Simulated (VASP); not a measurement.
# Li (P6_3/mmc) in VASP: notebook, part 2 of 2

VASP 6.6.1. The steps go on from the part before.

**4. Vibrations by perturbation theory, PBEsol**

This run uses another cell than the first one, of 20.17 Å³/atom.

INCAR

```
SYSTEM = Li
ALGO = Normal
EDIFF = 1E-8
ENCUT = 520
GGA = PS
IBRION = 8
ISIF = 2
ISMEAR = -1
LASPH = .TRUE.
LCHARG = .FALSE.
LREAL = .FALSE.
LWAVE = .FALSE.
NELM = 60
NSW = 1
PREC = Accurate
SIGMA = 0.05
```

KPOINTS

```
k-points
0
G
  14 14 8
  0 0 0
```

POSCAR

```
Li
1.0
    3.0557266059      0.0000000000      0.0000000000
   -1.5278633030      2.6463368678      0.0000000000
    0.0000000000      0.0000000000      4.9886374919
Li
2
Direct
    0.3333333333      0.6666666667      0.2500000000
    0.6666666667      0.3333333333      0.7500000000
```

Potentials or basis: VASP PAW PBE potentials, release 64 (Li_sv).

Started as:

```console
$ cat potpaw_PBE.64/Li_sv/POTCAR > POTCAR
$ mpirun -np 1 vasp_std > vasp.out
```

OUTCAR:

```text
SYSTEM = Li
   EDIFF = 1E-8
   ENCUT = 520
   GGA = PS
   IBRION = 8
   ISIF = 2
   ISMEAR = -1
   LASPH = .TRUE.
   LREAL = .FALSE.
   NELM = 60
   NSW = 1
   PREC = Accurate

 ion  position               nearest neighbor table
   1  0.333  0.667  0.250-
   2  0.667  0.333  0.750-

  LATTYP: Found a hexagonal cell.
 ALAT       =     3.0557266059
 C/A-ratio  =     1.6325536068

  Lattice vectors:

 A1 = (   3.0557266059,   0.0000000000,   0.0000000000)
 A2 = (  -1.5278633030,   2.6463368678,   0.0000000000)
 A3 = (   0.0000000000,   0.0000000000,   4.9886374919)

Analysis of symmetry for initial positions (statically):
=====================================================================
 Subroutine PRICEL returns:
 Original cell was already a primitive cell.

 Routine SETGRP: Setting up the symmetry group for a
 hexagonal supercell.

 Subroutine GETGRP returns: Found 24 space group operations
 (whereof 12 operations were pure point group operations)
 out of a pool of 24 trial point group operations.

The static configuration has the point symmetry D_3d.
 The point group associated with its full space group is D_6h.

Analysis of symmetry for dynamics (positions and initial velocities):
=====================================================================
 Subroutine PRICEL returns:
 Original cell was already a primitive cell.

 Routine SETGRP: Setting up the symmetry group for a
 hexagonal supercell.

[... 429 lines left out ...]

  FREE ENERGIE OF THE ION-ELECTRON SYSTEM (eV)
  ---------------------------------------------------
  free  energy   TOTEN  =        -3.9398854666 eV

  energy  without entropy=       -3.9317974844  energy(sigma->0) =       -3.93584148

[... ionic steps 2 to 3 ...]

--------------------------------------- Ionic step        4  -------------------------------------------

------------------------ aborting loop because EDIFF is reached ----------------------------------------

[... ionic steps 5 to 5 ...]

--------------------------------------- Ionic step        6  -------------------------------------------

 Free energy of the ion-electron system (eV)
  ---------------------------------------------------
  ---------------------------------------------------
  free energy    TOTEN  =        -0.18078796 eV

  energy without entropy =       -0.18078796

------------------------ aborting loop because EDIFF is reached ----------------------------------------

 INTERNAL STRAIN TENSOR  FOR ION    1  DIRECTION 3   (eV/Angst):
 -----------------------------------------------------------------------------
     0.00157 -0.00000 -0.00000
     0.00000  0.00157 -0.00000
    -0.00000 -0.00000 -0.00063

 INTERNAL STRAIN TENSOR FOR ION    2 for displacements in x,y,z  (eV/Angst):
          X           Y           Z          XY          YZ          ZX
  --------------------------------------------------------------------------------
  x    -0.00000     0.00000     0.00000     0.46784     0.00000     0.00000
  y     0.46784    -0.46784     0.00000     0.00000     0.00000     0.00000
  z     0.00000    -0.00000     0.00000     0.00000    -0.00000     0.00000

 SECOND DERIVATIVES (NOT SYMMETRIZED)
 ------------------------------------
               1X          1Y          1Z          2X          2Y          2Z
  1X    -0.180837    0.000000    0.000000    0.180837   -0.000000    0.000000
  1Y     0.000000   -0.180837    0.000000   -0.000000    0.180837    0.000000
  1Z     0.000000    0.000000   -1.601852   -0.000000   -0.000000    1.601852
  2X     0.180837   -0.000000    0.000000   -0.180837    0.000000    0.000000
  2Y    -0.000000    0.180837    0.000000    0.000000   -0.180837    0.000000
  2Z    -0.000000   -0.000000    1.601852    0.000000    0.000000   -1.601852

 Eigenvectors and eigenvalues of the dynamical matrix
 ----------------------------------------------------

   1 f  =   10.568610 THz    66.404537 2PiTHz  352.530892 cm-1    43.708240 meV
             X         Y         Z           dx          dy          dz
     -0.000000  1.764225  1.247159     0.000000    0.000000   -0.707107
      1.527863  0.882112  3.741478    -0.000000    0.000000    0.707107
[... 16 lines left out ...]
   5 f  =    0.000000 THz     0.000000 2PiTHz    0.000000 cm-1     0.000000 meV
             X         Y         Z           dx          dy          dz
     -0.000000  1.764225  1.247159    -0.000000   -0.000000    0.707107
      1.527863  0.882112  3.741478     0.000000    0.000000    0.707107

   6 f/i=    0.000000 THz     0.000000 2PiTHz    0.000001 cm-1     0.000000 meV
             X         Y         Z           dx          dy          dz
     -0.000000  1.764225  1.247159     0.404848    0.579740   -0.000000
      1.527863  0.882112  3.741478     0.404848    0.579740    0.000000

--------------------------------------------------------------------------------------------------------

 ELASTIC MODULI CONTR FROM IONIC RELAXATION (kBar)
 Direction    XX          YY          ZZ          XY          YZ          ZX
 --------------------------------------------------------------------------------
 XX         -48.0705     48.0705     -0.0000      0.0000      0.0000     -0.0000
 YY          48.0705    -48.0705      0.0000      0.0000     -0.0000      0.0000
 ZZ          -0.0000      0.0000     -0.0000     -0.0000      0.0000     -0.0000
 XY           0.0000      0.0000     -0.0000    -48.0705      0.0000     -0.0000
 YZ           0.0000     -0.0000      0.0000      0.0000     -0.0000      0.0000
 ZX          -0.0000      0.0000     -0.0000     -0.0000      0.0000     -0.0000
 --------------------------------------------------------------------------------
```

OSZICAR:

```text
N       E                     dE             d eps       ncg     rms          rms(c)
DAV:   1     0.682542558269E+01    0.68254E+01   -0.34912E+03  1680   0.814E+02
DAV:   2    -0.194335935065E+01   -0.87688E+01   -0.85191E+01  2282   0.672E+01
DAV:   3    -0.384967705045E+01   -0.19063E+01   -0.18988E+01  2660   0.400E+01
DAV:   4    -0.394410485680E+01   -0.94428E-01   -0.94333E-01  2240   0.718E+00
[... 45 lines left out ...]
RMM:   8    -0.180804971190E+00    0.35863E-05    0.59420E-05  5484   0.721E-03    0.389E-03
RMM:   9    -0.180798035696E+00    0.69355E-05    0.61241E-05  5420   0.570E-03    0.493E-03
RMM:  10    -0.180791710640E+00    0.63251E-05    0.58847E-05  5606   0.501E-03    0.512E-03
RMM:  11    -0.180782549976E+00    0.91607E-05    0.60828E-05  5337   0.500E-03    0.540E-03
RMM:  12    -0.180787964094E+00   -0.54141E-05    0.71868E-05  5401   0.445E-03    0.519E-03
 Linear response finished
```

stdout:

```text
POSCAR found type information on POSCAR Li
 POSCAR found :  1 types and       2 ions
 scaLAPACK will be used
 -----------------------------------------------------------------------------
|                                                                             |
|                                                                             |
|     You enforced a specific xc type in the INCAR file but a different       |
|     I HOPE YOU KNOW WHAT YOU ARE DOING!                                     |
|                                                                             |
 -----------------------------------------------------------------------------

 LDA part: xc-table for (Slater+PW92), standard interpolation
 POSCAR, INCAR and KPOINTS ok, starting setup
 FFT: planning ... GRIDC
 FFT: planning ... GRID_SOFT
 FFT: planning ... GRID
 WAVECAR not read
 entering main loop
 Linear response reoptimize wavefunctions to high precision
 Linear response DOF=           2
 Linear response progress:
 first order change of Fermi-energy   0.12101E-05
 force on displaced ion       1 direction 1 :  -0.181  -0.000   0.000
 Linear response progress:
 first order change of Fermi-energy   0.23284E-03
 force on displaced ion       1 direction 3 :  -0.000   0.000  -1.602
 Linear response finished
```

It took 6.9 min on 1 thread of Oxide Virtual Turin-like, shared host; peak memory 0.34 GiB.

What came out:

| Property | Result |
| --- | --- |
| Highest phonon frequency at Γ | 353 cm⁻¹ |

Phonon frequencies in cm⁻¹ (negative: imaginary):
| q point | frequencies |
| --- | --- |
| (0.000, 0.000, 0.000) | 0 0 0 118 118 353 |

Caveat: the cutoff is under 1.25 times the usual one of these potentials, so pressure, stress and relaxed cells hold a basis-set (Pulay) error; the PAW data sets were made with another functional, which shifts forces and pressure a little.

**5. Vibrations by perturbation theory, PBEsol (20.78 Å³/atom)**

This run uses another cell than the first one, of 20.78 Å³/atom.

INCAR

```
SYSTEM = Li
  PREC = Accurate
  ENCUT = 520
  EDIFF = 1E-8
  ISMEAR = -1
  SIGMA = 0.05
  LREAL = .False.
  LASPH = .True.
  NELM = 80
  ALGO = Normal
  ISIF = 2
  LWAVE = .False.
  LCHARG = .False.
  GGA = PS
  IBRION = 8
  NSW = 1
```

KPOINTS

```
regular mesh
0
Gamma
  14 14 8
  0 0 0
```

POSCAR

```
Li
1.0
    3.0859832925      0.0000000000      0.0000000000
   -1.5429916463      2.6725399270      0.0000000000
    0.0000000000      0.0000000000      5.0380331547
Li
2
Direct
    0.3333333333      0.6666666667      0.2500000000
    0.6666666667      0.3333333333      0.7500000000
```

Potentials or basis: VASP PAW PBE potentials, release 64 (Li_sv).

Started as:

```console
$ cat potpaw_PBE.64/Li_sv/POTCAR > POTCAR
$ mpirun -np 1 vasp_std > vasp.out
```

OUTCAR:

```text
SYSTEM = Li
   PREC = Accurate
   ENCUT = 520
   EDIFF = 1E-8
   ISMEAR = -1
   LREAL = .False.
   LASPH = .True.
   NELM = 80
   ISIF = 2
   GGA = PS
   IBRION = 8
   NSW = 1

 ion  position               nearest neighbor table
   1  0.333  0.667  0.250-
   2  0.667  0.333  0.750-

  LATTYP: Found a hexagonal cell.
 ALAT       =     3.0859832925
 C/A-ratio  =     1.6325536068

  Lattice vectors:

 A1 = (   3.0859832925,   0.0000000000,   0.0000000000)
 A2 = (  -1.5429916463,   2.6725399270,   0.0000000000)
 A3 = (   0.0000000000,   0.0000000000,   5.0380331547)

Analysis of symmetry for initial positions (statically):
=====================================================================
 Subroutine PRICEL returns:
 Original cell was already a primitive cell.

 Routine SETGRP: Setting up the symmetry group for a
 hexagonal supercell.

 Subroutine GETGRP returns: Found 24 space group operations
 (whereof 12 operations were pure point group operations)
 out of a pool of 24 trial point group operations.

The static configuration has the point symmetry D_3d.
 The point group associated with its full space group is D_6h.

Analysis of symmetry for dynamics (positions and initial velocities):
=====================================================================
 Subroutine PRICEL returns:
 Original cell was already a primitive cell.

 Routine SETGRP: Setting up the symmetry group for a
 hexagonal supercell.

 Subroutine GETGRP returns: Found 24 space group operations
 (whereof 12 operations were pure point group operations)
 out of a pool of 24 trial point group operations.

The dynamic configuration has the point symmetry D_3d.
 The point group associated with its full space group is D_6h.

 Subroutine INISYM returns: Found 24 space group operations
 (whereof 12 operations are pure point group operations),
 and found     1 'primitive' translations

----------------------------------------------------------------------------------------

                                     Primitive cell

  volume of cell :      41.5507

  direct lattice vectors                    reciprocal lattice vectors
     3.085983292  0.000000000  0.000000000     0.324045824  0.187087944  0.000000000
    -1.542991646  2.672539927  0.000000000     0.000000000  0.374175888  0.000000000
     0.000000000  0.000000000  5.038033155     0.000000000  0.000000000  0.198490159

  length of vectors
     3.085983292  3.085983293  5.038033155     0.374175888  0.374175888  0.198490159

  position of ions in fractional coordinates (direct lattice)
     0.333333333  0.666666667  0.250000000
[... 132 lines left out ...]
 fundamental gap:      0.0374964266
 Fermi energy:         0.5369376215

 k-point     1 :       0.0000    0.0000    0.0000
  band No.  band energies     occupation
      1     -45.3947      2.00000
      2     -45.3775      2.00000
      3      -2.9639      2.00000
      4       0.5539      0.83188
      5       3.4148      0.00000
      6      12.8154      0.00000
      7      12.8155      0.00000
[... 221 lines left out ...]
 k-point    24 :       0.3571    0.2857    0.0000
  band No.  band energies     occupation
      1     -45.3742      2.00000
      2     -45.3728      2.00000
      3       1.6189      0.00000
      4       2.4667      0.00000
      5       3.3198      0.00000
      6       6.4204      0.00000
      7       6.7266      0.00000

 [... further k-points ...]

------------------------ aborting loop because EDIFF is reached ----------------------------------------

  FORCE on cell =-STRESS in cart. coord.  units (eV):
  Direction    XX          YY          ZZ          XY          YZ          ZX
  --------------------------------------------------------------------------------------
  -------------------------------------------------------------------------------------
  Total       -0.1138428     -0.1138428     -0.1167908      0.0000000      0.0000000      0.0000000
  in kB       -4.3897268     -4.3897268     -4.5033989      0.0000000      0.0000000      0.0000000
  external PRESSURE =      -4.4276175 kB  Pullay stress =       0.0000000 kB

 VOLUME and BASIS-vectors are now :
 -----------------------------------------------------------------------------
  energy-cutoff  :      520.00
  volume of cell :       41.55
      direct lattice vectors                 reciprocal lattice vectors
     3.085983292  0.000000000  0.000000000     0.324045824  0.187087944  0.000000000
    -1.542991646  2.672539927  0.000000000     0.000000000  0.374175888  0.000000000
     0.000000000  0.000000000  5.038033155     0.000000000  0.000000000  0.198490159

 POSITION                                       TOTAL-FORCE (eV/Angst)
 -----------------------------------------------------------------------------------
     -0.00000      1.78169      1.25951        -0.000000      0.000000      0.000000
      1.54299      0.89085      3.77852         0.000000      0.000000      0.000000
 -----------------------------------------------------------------------------------
    total drift:                                0.000000     -0.000000      0.000000

  FREE ENERGIE OF THE ION-ELECTRON SYSTEM (eV)
  ---------------------------------------------------
  free  energy   TOTEN  =        -3.9389983799 eV

  energy  without entropy=       -3.9308376803  energy(sigma->0) =       -3.93491803

[... ionic steps 2 to 3 ...]

--------------------------------------- Ionic step        4  -------------------------------------------

------------------------ aborting loop because EDIFF is reached ----------------------------------------

[... ionic steps 5 to 5 ...]

--------------------------------------- Ionic step        6  -------------------------------------------

 Free energy of the ion-electron system (eV)
  ---------------------------------------------------
  ---------------------------------------------------
  free energy    TOTEN  =        -0.18021759 eV

  energy without entropy =       -0.18021759

------------------------ aborting loop because EDIFF is reached ----------------------------------------

 INTERNAL STRAIN TENSOR  FOR ION    1  DIRECTION 3   (eV/Angst):
 -----------------------------------------------------------------------------
     0.00281 -0.00000 -0.00000
    -0.00000  0.00281 -0.00000
    -0.00000  0.00000  0.00332

 INTERNAL STRAIN TENSOR FOR ION    2 for displacements in x,y,z  (eV/Angst):
          X           Y           Z          XY          YZ          ZX
  --------------------------------------------------------------------------------
  x    -0.00000     0.00000     0.00000     0.45937     0.00000     0.00000
  y     0.45937    -0.45937     0.00000     0.00000     0.00000     0.00000
  z    -0.00000     0.00000     0.00000     0.00000     0.00000    -0.00000

 SECOND DERIVATIVES (NOT SYMMETRIZED)
 ------------------------------------
               1X          1Y          1Z          2X          2Y          2Z
  1X    -0.151865    0.000000    0.000000    0.151865   -0.000000    0.000000
  1Y     0.000000   -0.151865    0.000000   -0.000000    0.151865    0.000000
  1Z     0.000000    0.000000   -1.225287   -0.000000    0.000000    1.225287
  2X     0.151865   -0.000000    0.000000   -0.151865    0.000000    0.000000
  2Y    -0.000000    0.151865    0.000000    0.000000   -0.151865    0.000000
  2Z    -0.000000    0.000000    1.225287    0.000000    0.000000   -1.225287

 Eigenvectors and eigenvalues of the dynamical matrix
 ----------------------------------------------------

   1 f  =    9.243269 THz    58.077171 2PiTHz  308.322260 cm-1    38.227071 meV
             X         Y         Z           dx          dy          dz
     -0.000000  1.781693  1.259508    -0.000000    0.000000    0.707107
      1.542992  0.890847  3.778525     0.000000    0.000000   -0.707107
[... 21 lines left out ...]
   6 f/i=    0.000000 THz     0.000001 2PiTHz    0.000003 cm-1     0.000000 meV
             X         Y         Z           dx          dy          dz
     -0.000000  1.781693  1.259508    -0.000000   -0.177160    0.684554
      1.542992  0.890847  3.778525    -0.000000   -0.177160    0.684554

--------------------------------------------------------------------------------------------------------

 ELASTIC MODULI CONTR FROM IONIC RELAXATION (kBar)
 Direction    XX          YY          ZZ          XY          YZ          ZX
 --------------------------------------------------------------------------------
 XX         -53.5795     53.5795     -0.0000      0.0000      0.0000     -0.0000
 YY          53.5795    -53.5795      0.0000      0.0000      0.0000     -0.0000
 ZZ          -0.0000      0.0000     -0.0000     -0.0000      0.0000      0.0000
 XY           0.0000      0.0000     -0.0000    -53.5795      0.0000      0.0000
 YZ           0.0000      0.0000      0.0000      0.0000      0.0000      0.0000
 ZX          -0.0000     -0.0000      0.0000      0.0000      0.0000     -0.0000
 --------------------------------------------------------------------------------
```

OSZICAR:

```text
N       E                     dE             d eps       ncg     rms          rms(c)
DAV:   1     0.635129912588E+01    0.63513E+01   -0.35043E+03  1680   0.811E+02
DAV:   2    -0.203206623777E+01   -0.83834E+01   -0.82173E+01  2275   0.660E+01
DAV:   3    -0.381323688539E+01   -0.17812E+01   -0.17701E+01  2499   0.383E+01
DAV:   4    -0.394311060986E+01   -0.12987E+00   -0.12967E+00  2380   0.784E+00
[... 67 lines left out ...]
RMM:  28    -0.180217074548E+00    0.26821E-06    0.20944E-04  4948   0.230E-03    0.443E-05
RMM:  29    -0.180218187636E+00   -0.11131E-05    0.20271E-04  5073   0.226E-03    0.507E-05
RMM:  30    -0.180217396230E+00    0.79141E-06    0.21192E-04  5033   0.223E-03    0.553E-05
RMM:  31    -0.180218940973E+00   -0.15447E-05    0.20453E-04  4928   0.219E-03    0.585E-05
RMM:  32    -0.180217594115E+00    0.13469E-05    0.22423E-04  4552   0.216E-03    0.593E-05
 Linear response finished
```

stdout:

```text
POSCAR found type information on POSCAR Li
 POSCAR found :  1 types and       2 ions
 scaLAPACK will be used
 -----------------------------------------------------------------------------
|                                                                             |
|                                                                             |
|     You enforced a specific xc type in the INCAR file but a different       |
|     I HOPE YOU KNOW WHAT YOU ARE DOING!                                     |
|                                                                             |
 -----------------------------------------------------------------------------

 LDA part: xc-table for (Slater+PW92), standard interpolation
 POSCAR, INCAR and KPOINTS ok, starting setup
 FFT: planning ... GRIDC
 FFT: planning ... GRID_SOFT
 FFT: planning ... GRID
 WAVECAR not read
 entering main loop
 Linear response reoptimize wavefunctions to high precision
 Linear response DOF=           2
 Linear response progress:
 first order change of Fermi-energy   0.17125E-05
 force on displaced ion       1 direction 1 :  -0.152  -0.000   0.000
 Linear response progress:
 first order change of Fermi-energy   0.33067E-04
 force on displaced ion       1 direction 3 :  -0.000   0.000  -1.225
 Linear response finished
```

Wall time 9.7 min (1 thread of Oxide Virtual Turin-like, shared host); peak memory 0.35 GiB.

Results:

| Quantity | Value |
| --- | --- |
| Highest phonon frequency at Γ | 308 cm⁻¹ |

Phonon frequencies in cm⁻¹ (negative: imaginary):
| q point | frequencies |
| --- | --- |
| (0.000, 0.000, 0.000) | 0 0 0 109 109 308 |

Caveat: the cutoff is under 1.25 times the usual one of these potentials, so pressure, stress and relaxed cells hold a basis-set (Pulay) error; the PAW data sets were made with another functional, which shifts forces and pressure a little.
